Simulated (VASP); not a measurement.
Input of a VASP 6.6.1 run:

INCAR

```
SYSTEM = Ga2O3
ALGO = Normal
EDIFF = 1E-6
ENCUT = 520
GGA = PS
ISIF = 2
ISMEAR = 0
LASPH = .TRUE.
LCHARG = .FALSE.
LREAL = .FALSE.
LWAVE = .FALSE.
NBANDS = 55
NELM = 80
PREC = Accurate
SIGMA = 0.01
```

Contents of KPOINTS:

```
k-points
0
G
  6 6 4
  0 0 0
```

POSCAR

```
Ga2O3
1.0
    6.1070000000     -1.5185500000      0.0000000000
    6.1070000000      1.5185500000      0.0000000000
   -1.3859890000      0.0000000000      5.6300090000
Ga O
4 6
Direct
    0.0905000000      0.0905000000      0.7946000000
    0.9095000000      0.9095000000      0.2054000000
    0.6586600000      0.6586600000      0.3140200000
    0.3413400000      0.3413400000      0.6859800000
    0.1645000000      0.1645000000      0.1098000000
    0.8355000000      0.8355000000      0.8902000000
    0.1733000000      0.1733000000      0.5632000000
    0.8267000000      0.8267000000      0.4368000000
    0.4959000000      0.4959000000      0.2566000000
    0.5041000000      0.5041000000      0.7434000000
```

Potentials or basis: VASP PAW PBE potentials, release 64 (Ga_d, O).

Run with:

```bash
$ cat potpaw_PBE.64/Ga_d/POTCAR potpaw_PBE.64/O/POTCAR > POTCAR
$ mpirun -np 1 vasp_std > vasp.out
```

Question: Predict the pressure.

Answer: 2.8 GPa.

Question: Predict the largest force.

Answer: 0.114 eV/Å.

Forces on the atoms (eV/Å):
```
Ga   0.057  0.000  0.066
Ga  -0.057  0.000 -0.066
Ga  -0.029  0.000  0.040
Ga   0.029  0.000 -0.040
O    0.094  0.000 -0.064
O   -0.094  0.000  0.064
O    0.007  0.000 -0.045
O   -0.007  0.000  0.045
O    0.110  0.000  0.027
O   -0.110  0.000 -0.027
```

Caveat: the PAW data sets were made with another functional, which shifts forces and pressure a little.
